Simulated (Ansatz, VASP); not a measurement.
## GaN in VASP and in Ansatz

The input POSCAR:

```
GaN
1.0
    0.0000000000      2.0804610554      2.0804610554
    2.0804610554      0.0000000000      2.0804610554
    2.0804610554      2.0804610554      0.0000000000
Ga N
1 1
Direct
    0.0000000000      0.0000000000      0.0000000000
    0.5000000000      0.5000000000      0.5000000000
```

INCAR.step1

```
SYSTEM = GaN
PREC     = Accurate       ! precision mode
ENCUT    = 1460           ! plane-wave cutoff, eV
ISMEAR   = 0              ! smearing method
SIGMA    = 0.01           ! smearing width, eV
LREAL    = .FALSE.        ! projectors in reciprocal space
LASPH    = .TRUE.         ! aspherical terms in the spheres
NELM     = 120            ! most SCF steps
NBANDS   = 16             ! bands
GGA      = PE             ! functional
ALGO     = Normal         ! electronic algorithm
EDIFF    = 1E-5           ! SCF threshold, eV
LWAVE    = .TRUE.         ! write WAVECAR
LCHARG   = .FALSE.        ! write CHGCAR
GGA_COMPAT= .FALSE.
```

INCAR.step2

```
SYSTEM = GaN
PREC     = Accurate       ! precision mode
ENCUT    = 1460           ! plane-wave cutoff, eV
EDIFF    = 1E-6           ! SCF threshold, eV
ISMEAR   = 0              ! smearing method
SIGMA    = 0.01           ! smearing width, eV
LREAL    = .FALSE.        ! projectors in reciprocal space
LASPH    = .TRUE.         ! aspherical terms in the spheres
NELM     = 120            ! most SCF steps
ALGO     = Normal         ! electronic algorithm
ISIF     = 2              ! what is computed and relaxed
LWAVE    = .FALSE.        ! write WAVECAR
LCHARG   = .TRUE.         ! write CHGCAR
METAGGA  = R2SCAN         ! meta-GGA
LMIXTAU  = .TRUE.       
LELF     = .TRUE.         ! ELF
LVHAR    = .TRUE.       
NBANDS   = 16             ! bands
ISTART   = 1            
GGA_COMPAT= .FALSE.
```

The input KPOINTS:

```
Automatic mesh
0
G
  8 8 8
  0 0 0
```

Input for Ansatz:

```yaml
crystal:
  lattice:
    - [0.0, 2.0804610553812917, 2.0804610553812917]
    - [2.0804610553812917, 0.0, 2.0804610553812917]
    - [2.0804610553812917, 2.0804610553812917, 0.0]
  atoms:
    - { symbol: Ga, position: [0.0, 0.0, 0.0] }
    - { symbol: "N", position: [0.5, 0.5, 0.5] }
basis:
  ecutwfc: 653.073269903712
kpoints:
  mp_grid:
    grid: [8, 8, 8]
hamiltonian:
  xc: r2scan
scf:
  algorithm: direct_min
  n_extra_bands: 4
  self_checks: low
  convergence:
    dr2_threshold: 1.0e-05
  mixing:
    algorithm: anderson
    beta: 0.1
  occupations:
    method: fixed
output:
  stress: true
```

Alike in both runs: task single point; functional r2SCAN; k mesh 8 × 8 × 8; no spin polarisation.

|  | VASP | Ansatz |
| --- | --- | --- |
| version | VASP 6.6.1 | Ansatz 0.2.0 |
| potentials or method | VASP PAW PBE potentials, release 64 (Ga_d, N_h), cutoff 1460 eV | plane waves, PAW |
| occupations | gaussian, width 0.01 eV | fixed |
| valence electrons in the cell | 18 | 18 |

|  | VASP | Ansatz | Ansatz less VASP |
| --- | --- | --- | --- |
| gap on the k mesh at the Fermi level (eV) | 1.45 | 1.47 | +0.021 |
| pressure (GPa) | 12.0 | 10.7 | -1.28 |

VASP's potentials were made for PBE, not for r2SCAN. Ansatz's warnings: stress scf threshold loose.
